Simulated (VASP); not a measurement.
A run of VASP 6.6.1:

Contents of INCAR:

```
ALGO = Normal
EDIFF = 1E-6
ENCUT = 520
GGA = PS
ISIF = 2
ISMEAR = -1
LASPH = True
LCHARG = False
LREAL = False
LWAVE = False
NBANDS = 44
NELM = 60
PREC = Accurate
SIGMA = 0.1
```

KPOINTS

```
k-points
0
Gamma
  5 5 5
```

File POSCAR:

```
LuRu3C
1.0
    4.1024540000      0.0000000000      0.0000000000
    0.0000000000      4.1024540000      0.0000000000
    0.0000000000      0.0000000000      4.1024540000
Lu Ru C
1 3 1
Direct
    0.5000000000      0.5000000000      0.5000000000
    0.5000000000      0.0000000000      0.0000000000
    0.0000000000      0.5000000000      0.0000000000
    0.0000000000      0.0000000000      0.5000000000
    0.0000000000      0.0000000000      0.0000000000
```

Potentials or basis: VASP PAW PBE potentials, release 64 (Lu, Ru_pv, C).

The run is started by

```console
$ cat potpaw_PBE.64/Lu/POTCAR potpaw_PBE.64/Ru_pv/POTCAR potpaw_PBE.64/C/POTCAR > POTCAR
$ mpirun -np 1 vasp_std > vasp.out
```

Hardware: 1 thread of Intel(R) Xeon(R) Platinum 8259CL CPU @ 2.50GHz (Skylake/Cascade Lake) (shared host).

**Question.** How long does it take, and how much memory?

**Answer.** Wall time 29 s on 1 thread of Intel(R) Xeon(R) Platinum 8259CL CPU @ 2.50GHz (Skylake/Cascade Lake), on a shared host, peak memory 0.19 GiB. Counts: scf iterations 14, k points 10.
